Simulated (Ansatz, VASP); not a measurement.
# One calculation of CaC3, two programs

```
CELL_PARAMETERS angstrom
-1.78876 1.78876 3.99567
1.78876 -1.78876 3.99567
1.78876 1.78876 -3.99567
ATOMIC_POSITIONS crystal
Ca 0.00000 0.00000 0.00000
C 0.50000 0.50000 0.00000
C 0.25000 0.75000 0.50000
C 0.75000 0.25000 0.50000
```

Alike in both runs: task single point; functional PBE; k mesh 8 × 8 × 8; occupations gaussian, width 0.1 eV; no spin polarisation.

|  | VASP | Ansatz |
| --- | --- | --- |
| version | VASP 6.6.1 | Ansatz 0.2.0 |
| potentials or method | VASP PAW PBE potentials, release 64 (Ca_sv, C), cutoff 520 eV | scalar-relativistic, plane waves, PAW |
| valence electrons in the cell | 22 | 22 |

```csv
,VASP,Ansatz,Ansatz less VASP
gap on the k mesh at the Fermi level (eV),none,none,-
pressure (GPa),-10.6,-10.9,-0.31
"traceless stress, the component that is largest in VASP (GPa)",-4.81,-4.78,+0.022
```

A gap of «none» marks a metal or a gap that the smearing closes.
